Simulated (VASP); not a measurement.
**TiC: single point with PBEsol**

System: TiC, a wire with vacuum.

```
CELL_PARAMETERS angstrom
9.90000 0.00000 0.00000
0.00000 9.30000 0.00000
0.00000 0.00000 3.04867
ATOMIC_POSITIONS crystal
Ti 0.44770 0.50000 0.00000
C 0.55230 0.50000 0.50000
```

```json
{"Program": "VASP 6.6.1", "Task": "single point", "Functional": "PBEsol", "Potentials or basis": "VASP PAW PBE potentials, release 64 (Ti_sv, C)", "Cutoff": "520 eV", "k mesh": "1 × 1 × 19", "Occupations": "gaussian, width 0.05 eV", "Spin": "collinear spin", "Starting moments": "[1.5, 0.5] μB"}
```

The largest force is 0.044 eV/Å, the net moment is 0.42 μB per cell and the site moments are Ti +0.12; C -0.01 μB. The valence electrons inside the program's atomic spheres are Ti 10.54; C 2.33.

Forces in eV/Å, atoms in the order of the input:
```
Ti  -0.044  0.000  0.000
C    0.044  0.000  0.000
```

Levels at points of the mesh, in eV from the Fermi level:
Spin up:
```
           k point  band 6  band 7  band 8  band 9  band 10  band 11
(0.00, 0.00, 0.00)   -2.65   -1.69   -1.45   -0.55     0.41     0.69
```
Spin down:
| k point | band 6 | band 7 | band 8 | band 9 | band 10 | band 11 |
| --- | --- | --- | --- | --- | --- | --- |
| (0.00, 0.00, 0.00) | -2.57 | -1.65 | -1.41 | 0.09 | 0.76 | 1.12 |

Wall time 2 min on 1 thread of AMD EPYC 9R45 96-Core Processor (Zen 5), with other jobs on the host, peak memory 0.45 GiB.

Caveat: a moment this small can come from the mesh or the smearing; the PAW data sets were made with another functional, which shifts forces and pressure a little.
